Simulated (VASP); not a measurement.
Os: electric field gradients with PBE

The system is Os.

```xyz
1
Lattice="0.0000 1.9353 1.9645 1.9353 0.0000 1.9645 1.9353 1.9353 0.0000" Properties=species:S:1:pos:R:3 pbc="T T T"
Os    0.0000    0.0000    0.0000
```

This isn't the form of Os at room conditions, which is hcp.

This cell differs from its parent crystal: z stretched by +1 % at fixed volume.

| Property | Result |
| --- | --- |
| Program | VASP 6.6.1 |
| Task | electric field gradients |
| Functional | PBE |
| Potentials or basis | VASP PAW PBE potentials, release 64 (Os) |
| Cutoff | 520 eV |
| k mesh | 14 × 14 × 14 |
| Occupations | fermi-dirac, width 0.03 eV |
| Spin | no spin polarisation |
| Dipole correction | no |
| Further INCAR settings | ALGO = Normal; EDIFF = 1e-08; NBANDS = 10 |

The pressure is -9.7 GPa and the band gap on the k mesh is zero (bands 4 and 5 overlap by 3.59 eV). The largest electric field gradient by atom is Os +1.8 V/Å².

Stress tensor (GPa, compression positive):
```
 -8.45   0.00   0.00
  0.00  -8.45   0.00
  0.00   0.00 -12.20
```

Levels at points of the mesh, in eV from the Fermi level:
| k point | band 2 | band 3 | band 4 | band 5 | band 6 | band 7 |
| --- | --- | --- | --- | --- | --- | --- |
| (0.00, 0.00, 0.00) | -2.88 | -2.67 | -2.67 | -0.06 | 0.20 | 14.33 |
| (0.50, 0.00, 0.00) | -2.99 | -2.78 | -0.16 | 2.25 | 2.36 | 8.43 |
| (0.50, 0.50, 0.00) | -6.35 | 2.09 | 2.27 | 2.93 | 2.93 | 11.27 |
| (0.50, 0.00, 0.50) | -6.37 | 2.25 | 2.40 | 2.84 | 3.04 | 11.66 |

Electric field gradients, principal values (V/Å²):
```
atom   least  middle  greatest (by size)
1 Os  -0.897  -0.897               1.793
```

Run time: 17 s on 1 thread of Intel(R) Xeon(R) Platinum 8375C CPU @ 2.90GHz (Ice Lake), with other jobs on the host, peak memory 0.16 GiB.

Caveat: the cell stands under tension; without QUAD_EFG the Cq values of the log hold for a quadrupole moment of 1 mb, not for the nuclei; spin-orbit coupling is left out, which moves the levels of the heavy elements.
